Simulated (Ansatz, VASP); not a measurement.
Rh in VASP and in Ansatz

File INCAR:

```
ALGO     = Normal         # electronic algorithm
EDIFF    = 1E-6           # SCF threshold, eV
ENCUT    = 530            # plane-wave cutoff, eV
GGA      = CA             # functional
GGA_COMPAT= F            
ISIF     = 2              # what is computed and relaxed
ISMEAR   = -1             # smearing method
LASPH    = T              # aspherical terms in the spheres
LCHARG   = F              # write CHGCAR
LREAL    = F              # projectors in reciprocal space
LWAVE    = F              # write WAVECAR
NBANDS   = 24             # bands
NELM     = 120            # most SCF steps
PREC     = Accurate       # precision mode
SIGMA    = 0.1            # smearing width, eV
```

The input KPOINTS:

```
k-points
0
Gamma
  15 15 8
```

Contents of POSCAR:

```
Rh
1.0
    2.6335999817      0.0000000000      0.0000000000
   -1.3167999908      2.2807644875      0.0000000000
    0.0000000000      0.0000000000      4.2489441583
Rh
2
Direct
    0.3333333333      0.6666666667      0.2500000000
    0.6666666667      0.3333333333      0.7500000000
```

Input for Ansatz:

```yaml
crystal:
  lattice:
    - [2.6335999817, 0.0, 0.0]
    - [-1.3167999908, 2.2807644875, 0.0]
    - [0.0, 0.0, 4.2489441583]
  atoms:
    - { symbol: Rh, position: [0.3333333333, 0.6666666667, 0.25] }
    - { symbol: Rh, position: [0.6666666667, 0.3333333333, 0.75] }
hamiltonian:
  xc: lda
  pseudopotentials:
    kind: paw
    azcp:
      Rh: "pseudopotentials/Rh.paw.azcp"
basis:
  ecutwfc: 420
  fft_grid_basis: typed
kpoints:
  mp_grid: { grid: [15, 15, 8], shift: [0, 0, 0] }
magnetization:
  spin_polarized: false
scf:
  occupations: { method: fermi_dirac, width: 0.1 }
  lower_state_search: "off"
output:
  stress: true
```

Alike in both runs: task single point; functional LDA; k mesh 15 × 15 × 8; occupations fermi-dirac, width 0.1 eV; no spin polarisation.

|  | VASP | Ansatz |
| --- | --- | --- |
| version | VASP 6.6.1 | Ansatz 0.2.0 |
| potentials or method | VASP PAW LDA potentials, release 64 (Rh_sv_GW), cutoff 530 eV | plane waves (420 eV) with PAW, scalar-relativistic |
| valence electrons in the cell | 34 | 34 |

Ansatz gave:

* pressure (GPa): 14.0

Task: What did VASP give for the same quantities?

Result: Pressure (GPa): 12.1.

Ansatz warns that its potentials were made for another functional, while VASP's fit it. LDA's correlation is that of Perdew and Zunger in VASP and of Perdew and Wang (1992) in Ansatz.
